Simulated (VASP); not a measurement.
Al5Ga3N8:

```
CELL_PARAMETERS angstrom
0.00000 8.84695 8.84695
8.84695 0.00000 8.84695
8.84695 8.84695 0.00000
ATOMIC_POSITIONS crystal
Al 0.00030 0.99790 0.99941
Al 0.00022 0.00072 0.49656
Al 0.25654 0.24798 0.24776
Al 0.50282 0.49962 0.99636
Al 0.49952 0.00118 0.49839
Al 0.74799 0.25095 0.25298
Al 0.50040 0.50007 0.49998
Al 0.74904 0.75006 0.25211
Al 0.24811 0.74727 0.74994
Al 0.74935 0.75195 0.75010
Al 0.00118 0.99928 0.25005
Al 0.24965 0.24918 0.99950
Al 0.75031 0.25294 0.99771
Al 0.00110 0.50113 0.24918
Al 0.24929 0.75023 0.99436
Al 0.25255 0.24963 0.49922
Al 0.50404 0.49816 0.24652
Al 0.74988 0.74789 0.99922
Al 0.74853 0.25132 0.49774
Al 0.24836 0.74921 0.50003
Al 0.49984 0.49844 0.75016
Al 0.75009 0.74498 0.50245
Al 0.00238 0.24641 0.99942
Al 0.24964 0.99904 0.24669
Al 0.74979 0.99700 0.25153
Al 0.99974 0.75182 0.99888
Al 0.50082 0.24909 0.49889
Al 0.75129 0.50033 0.24806
Al 0.24967 0.49987 0.74802
Al 0.50122 0.75057 0.49830
Al 0.25184 0.99377 0.00285
Al 0.24819 0.49948 0.00178
Al 0.50201 0.25136 0.24852
Al 0.75131 0.49843 0.00012
Al 0.99852 0.24916 0.75141
Al 0.24909 0.50235 0.49843
Al 0.49869 0.75285 0.24966
Al 0.50010 0.24800 0.75142
Al 0.00261 0.74953 0.74907
Al 0.49771 0.74746 0.75155
Ga 0.50260 0.00464 0.99933
Ga 0.00112 0.50001 0.99777
Ga 0.99997 0.49938 0.50092
Ga 0.24972 0.75034 0.25053
Ga 0.25063 0.25226 0.74956
Ga 0.74894 0.25212 0.75142
Ga 0.50113 0.99977 0.25092
Ga 0.00009 0.00170 0.74886
Ga 0.49766 0.99929 0.74992
Ga 0.99850 0.50041 0.75053
Ga 0.49933 0.24819 0.00146
Ga 0.00113 0.24952 0.49787
Ga 0.24737 0.50195 0.24936
Ga 0.50173 0.74931 0.00112
Ga 0.25016 0.99917 0.75112
Ga 0.74847 0.99705 0.75135
Ga 0.99938 0.75250 0.49827
Ga 0.75312 0.50410 0.74518
Ga 0.75118 0.99909 0.99710
Ga 0.99848 0.25292 0.24893
Ga 0.24979 0.00392 0.49710
Ga 0.75051 0.00171 0.50143
Ga 0.00129 0.74811 0.25275
Ga 0.75344 0.50148 0.49821
N 0.06164 0.06218 0.06470
N 0.56362 0.06103 0.06148
N 0.06348 0.56285 0.06581
N 0.06374 0.06056 0.56219
N 0.31122 0.31232 0.31820
N 0.56314 0.56100 0.06568
N 0.55928 0.06494 0.56402
N 0.81352 0.31037 0.31349
N 0.06271 0.56204 0.56051
N 0.31415 0.81381 0.31382
N 0.31328 0.31000 0.81281
N 0.56252 0.55952 0.56665
N 0.81325 0.81391 0.31011
N 0.81301 0.31195 0.81540
N 0.31375 0.81055 0.81233
N 0.81123 0.81084 0.81358
N 0.06515 0.06001 0.31196
N 0.30981 0.31351 0.06822
N 0.56289 0.06177 0.31327
N 0.81105 0.31456 0.06250
N 0.06034 0.56271 0.31325
N 0.31283 0.81267 0.06327
N 0.06336 0.06332 0.81415
N 0.31272 0.31219 0.56113
N 0.56440 0.56145 0.31131
N 0.81270 0.81795 0.05768
N 0.56012 0.06105 0.81577
N 0.81269 0.31434 0.56106
N 0.06556 0.55795 0.81468
N 0.31324 0.81591 0.56037
N 0.56278 0.56045 0.81154
N 0.81130 0.81209 0.56348
N 0.06324 0.30995 0.06460
N 0.31323 0.06029 0.31586
N 0.56082 0.31410 0.06199
N 0.81712 0.06376 0.30887
N 0.06265 0.81115 0.06503
N 0.06320 0.31278 0.56037
N 0.31265 0.56324 0.31127
N 0.56178 0.81219 0.06048
N 0.31216 0.06039 0.81079
N 0.56155 0.31061 0.56370
N 0.81402 0.55905 0.31481
N 0.81199 0.06151 0.81564
N 0.05927 0.81437 0.56422
N 0.31566 0.56116 0.81284
N 0.55997 0.81330 0.56433
N 0.81582 0.56166 0.81365
N 0.31504 0.06119 0.06393
N 0.81340 0.06216 0.05983
N 0.06192 0.30929 0.31352
N 0.31100 0.56159 0.06413
N 0.31230 0.06563 0.55857
N 0.56300 0.31583 0.31192
N 0.80874 0.56454 0.06283
N 0.81055 0.06542 0.56039
N 0.05781 0.81374 0.31379
N 0.06113 0.31074 0.81278
N 0.31179 0.56302 0.56159
N 0.56332 0.81036 0.31186
N 0.56361 0.31193 0.81133
N 0.81142 0.56183 0.56532
N 0.06207 0.81346 0.80996
N 0.56153 0.81300 0.81251
```

| Quantity | Value |
| --- | --- |
| Program | VASP 6.6.1 |
| Task | relaxation of volume and atoms at fixed shape |
| Functional | PBEsol |
| Potentials or basis | VASP PAW PBE potentials, release 64 (Al, Ga_d, N) |
| Cutoff | 700 eV |
| k mesh | 1 × 1 × 1, shifted |
| Occupations | fermi-dirac, width 0.05 eV |
| Spin | no spin polarisation |

At the start: pressure 0.3 GPa; volume 10.82 Å³/atom.

Q: How do energy, volume and symmetry change on relaxing?

A: Over 12 steps the energy falls by 23.6 meV/atom and the volume is 10.80 Å³/atom (-0.2 %); space group P1 (No. 1, to 0.1 Å) before and after.

Step by step:
```csv
step,energy change (eV),largest force (eV/Å),pressure (GPa),volume (Å³)
1,0.0000,2.6197,0.34,1384.87
2,-2.2690,1.2692,-0.87,1389.42
3,-2.5704,0.7315,-0.76,1388.24
4,-2.8951,0.3792,0.49,1378.92
5,-2.8990,0.3357,0.36,1379.83
6,-2.9883,0.1645,-0.03,1382.36
7,-2.9887,0.1761,-0.05,1382.54
8,-3.0098,0.0626,-0.04,1382.41
9,-3.0105,0.0847,-0.03,1382.38
10,-3.0149,0.0338,0.03,1381.89
11,-3.0149,0.0355,0.05,1381.83
12,-3.0166,0.0283,-0.02,1382.31
```

Final structure:
```
Al Ga N
1.0
     0.00000    8.84149    8.84149
     8.84149    0.00000    8.84149
     8.84149    8.84149    0.00000
Al Ga N
40 24 64
Direct
  0.00044 0.00013 0.00072
  0.00061 0.99910 0.49881
  0.25060 0.25047 0.24894
  0.50010 0.49973 0.99988
  0.50056 0.99967 0.49932
  0.74966 0.25088 0.24905
  0.49922 0.49992 0.49986
  0.75030 0.74900 0.24954
  0.25052 0.74736 0.75048
  0.74977 0.74933 0.75064
  0.99975 0.00163 0.24841
  0.25007 0.24982 0.99982
  0.75073 0.24989 0.00174
  0.00001 0.50039 0.24813
  0.24995 0.74950 0.99824
  0.25174 0.24961 0.49939
  0.50200 0.49847 0.25036
  0.75111 0.74826 0.00036
  0.74819 0.25096 0.49877
  0.25067 0.74910 0.50087
  0.49786 0.50115 0.74984
  0.74726 0.75198 0.49951
  0.99915 0.24849 0.00084
  0.24964 0.99962 0.25003
  0.75027 0.00073 0.24989
  0.00105 0.74905 0.99955
  0.49997 0.25158 0.49843
  0.74890 0.50019 0.24992
  0.25183 0.50019 0.74923
  0.49965 0.74906 0.50084
  0.24779 0.00011 0.00168
  0.25007 0.50039 0.99902
  0.50139 0.24977 0.25073
  0.74994 0.49844 0.00191
  0.99997 0.24894 0.75119
  0.25238 0.49950 0.49978
  0.50085 0.74821 0.25174
  0.49942 0.25188 0.74825
  0.00072 0.74979 0.75000
  0.49935 0.74901 0.74878
  0.49869 0.99973 0.00082
  0.00044 0.50016 0.00000
  0.00072 0.49933 0.50019
  0.25085 0.75055 0.24995
  0.25011 0.25068 0.75008
  0.74907 0.25118 0.75003
  0.50067 0.99876 0.25209
  0.00165 0.99770 0.75053
  0.49997 0.99950 0.74899
  0.00042 0.49967 0.75124
  0.49873 0.25251 0.00016
  0.00076 0.24995 0.49935
  0.25216 0.49874 0.24878
  0.50064 0.74799 0.99997
  0.25018 0.99855 0.75051
  0.75085 0.99906 0.74900
  0.99956 0.75080 0.50091
  0.74840 0.50073 0.75191
  0.75215 0.99826 0.00184
  0.99982 0.24930 0.25000
  0.25122 0.99864 0.49937
  0.74972 0.00140 0.49776
  0.99839 0.75148 0.24841
  0.74835 0.50183 0.49826
  0.06222 0.06236 0.06298
  0.56290 0.06284 0.06288
  0.06477 0.56394 0.06336
  0.06183 0.06027 0.56083
  0.31543 0.30722 0.31339
  0.56398 0.55693 0.06469
  0.55927 0.06643 0.55880
  0.80816 0.31434 0.31315
  0.06772 0.56117 0.56096
  0.31501 0.81380 0.31450
  0.31401 0.31449 0.81387
  0.55732 0.56379 0.56406
  0.80688 0.81485 0.31351
  0.81465 0.31022 0.81600
  0.31385 0.80770 0.81262
  0.81431 0.80752 0.81397
  0.06388 0.05786 0.31366
  0.30765 0.31461 0.06368
  0.56492 0.06401 0.31396
  0.81323 0.31254 0.06310
  0.06175 0.56127 0.31033
  0.30978 0.81455 0.05922
  0.06001 0.06425 0.81563
  0.31429 0.31411 0.55845
  0.56246 0.56196 0.31327
  0.81509 0.80722 0.06377
  0.56102 0.06662 0.81059
  0.81081 0.31208 0.56004
  0.06677 0.56495 0.80962
  0.31423 0.80762 0.56460
  0.55761 0.56315 0.81400
  0.80885 0.81032 0.56525
  0.06482 0.30963 0.05916
  0.31028 0.06515 0.30895
  0.56466 0.31391 0.06444
  0.81451 0.06499 0.30701
  0.06389 0.81452 0.05711
  0.06607 0.30859 0.56618
  0.31645 0.55999 0.31446
  0.56535 0.80901 0.06571
  0.31084 0.06085 0.81733
  0.56178 0.31308 0.56196
  0.81431 0.56352 0.30714
  0.81266 0.06189 0.81311
  0.06436 0.81389 0.56444
  0.31236 0.56182 0.81298
  0.56105 0.81311 0.56229
  0.80998 0.56489 0.81680
  0.30757 0.06358 0.06432
  0.81473 0.06390 0.06472
  0.06548 0.31554 0.30909
  0.31455 0.56359 0.05782
  0.31555 0.06441 0.56001
  0.56347 0.31253 0.31254
  0.80895 0.56266 0.06434
  0.81546 0.06555 0.55837
  0.06056 0.81676 0.31109
  0.05968 0.30961 0.81576
  0.31289 0.56242 0.56258
  0.56443 0.80728 0.31506
  0.55910 0.31626 0.80959
  0.81054 0.56689 0.56144
  0.06481 0.80708 0.81413
  0.56499 0.80891 0.80915
```

Caveat: the PAW data sets were made with another functional, which shifts forces and pressure a little.
